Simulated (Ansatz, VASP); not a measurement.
# Sr4NbO in VASP and in Ansatz

```xyz
6
Lattice="0.0000 4.8813 4.8813 4.8813 0.0000 4.8813 4.8813 4.8813 0.0000" Properties=species:S:1:pos:R:3 pbc="T T T"
Sr    6.1054    3.6572    3.6572
Sr    6.1054    6.1054    6.1054
Sr    3.6572    6.1054    3.6572
Sr    3.6572    3.6572    6.1054
Nb    0.0000    0.0000    0.0000
O     2.4407    2.4407    2.4407
```

Change from the starting cell: species swapped into the ZrZnNi4 type (F-43m, No. 216).

Alike in both runs: functional PBE; k mesh 4 × 4 × 4; occupations gaussian, width 0.1 eV; collinear spin.

Ansatz relaxed the structure, and its values are those at the end. VASP's run is a single point on that final structure, the one shown.

```csv
,VASP,Ansatz
version,VASP 6.6.1,Ansatz 0.2.0
potentials or method,"VASP PAW PBE potentials, release 64 (Sr_sv, Nb_sv, O), cutoff 520 eV","scalar-relativistic, plane waves, PAW"
valence electrons in the cell,59,59
```

|  | VASP | Ansatz | Ansatz less VASP |
| --- | --- | --- | --- |
| gap on the k mesh at the Fermi level (eV) | none | none | - |
| pressure (GPa) | 0.2 | 0.2 | -0.01 |
| net moment per atom (μB) | 0.72 | 0.72 | +0.001 |
| size of the moment on the site where the two differ most (μB) | 2.36 | 3.29 | +0.934 |

Site moments also hang on the region over which each program counts them. A gap of «none» marks a metal or a gap that the smearing closes. Ansatz's warnings: no starting moments.
